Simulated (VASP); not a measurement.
# SiO2: single point with PBE

Crystal: SiO2.

```
CELL_PARAMETERS angstrom
4.23588 0.00000 0.00000
0.00000 4.53239 0.00000
0.00000 0.00000 2.68977
ATOMIC_POSITIONS crystal
Si 0.50000 0.50000 0.50000
Si 0.00000 0.00000 0.00000
O 0.64644 0.73959 0.00000
O 0.14644 0.76041 0.50000
O 0.35356 0.26041 0.00000
O 0.85356 0.23959 0.50000
```

This cell differs from its parent crystal: atoms displaced along a vibrational mode, the cell strained.

```
Program             : VASP 6.6.1
Task                : single point
Functional          : PBE
Potentials or basis : VASP PAW PBE potentials, release 64 (Si, O)
Cutoff              : 520 eV
k mesh              : 6 × 6 × 8
Occupations         : gaussian, width 0.05 eV
Spin                : no spin polarisation
```

- Pressure: -19.6 GPa
- Largest force: 2.028 eV/Å
- Band gap on the k mesh: 3.58 eV

Forces on the atoms (eV/Å):
```
Si   0.000  0.000  0.000
Si   0.000  0.000  0.000
O    0.099 -2.026  0.000
O    0.099  2.026  0.000
O   -0.099  2.026  0.000
O   -0.099 -2.026  0.000
```

Stress tensor (GPa, compression positive):
```
 -0.69   0.00   0.00
  0.00 -49.59   0.00
  0.00   0.00  -8.48
```

Levels at points of the mesh, in eV from the valence-band top:
| k point | band 13 | band 14 | band 15 | band 16 | band 17 | band 18 | band 19 | band 20 |
| --- | --- | --- | --- | --- | --- | --- | --- | --- |
| (0.00, 0.00, 0.00) | -1.77 | -1.20 | -0.17 | 0.00 | 3.58 | 6.87 | 7.81 | 8.52 |
| (0.50, 0.00, 0.00) | -2.06 | -2.06 | -1.34 | -1.34 | 6.38 | 6.38 | 8.87 | 8.87 |
| (0.00, 0.50, 0.00) | -1.76 | -1.76 | -0.05 | -0.05 | 5.60 | 5.60 | 8.27 | 8.27 |
| (0.50, 0.50, 0.00) | -2.42 | -2.42 | -1.80 | -1.80 | 6.30 | 6.30 | 9.04 | 9.04 |
| (0.00, 0.00, 0.50) | -2.50 | -2.50 | -1.77 | -1.77 | 6.86 | 6.86 | 10.54 | 10.54 |
| (0.50, 0.00, 0.50) | -1.48 | -1.48 | -1.26 | -1.26 | 6.37 | 6.37 | 7.99 | 7.99 |
| (0.00, 0.50, 0.50) | -2.60 | -2.60 | -1.27 | -1.27 | 7.29 | 7.29 | 7.96 | 7.96 |
| (0.50, 0.50, 0.50) | -1.39 | -1.39 | -0.90 | -0.90 | 5.30 | 5.30 | 9.82 | 9.82 |

Run time: 52 s on 1 thread of Intel(R) Xeon(R) Platinum 8259CL CPU @ 2.50GHz (Skylake/Cascade Lake) (shared host), peak memory 0.2 GiB.

Caveat: the cell differs from its parent crystal (atoms displaced along a vibrational mode, the cell strained); the cell stands under tension; forces of over 1 eV/Å act on the atoms, so gaps and moduli don't describe the material at rest. A k mesh can miss the band edges.
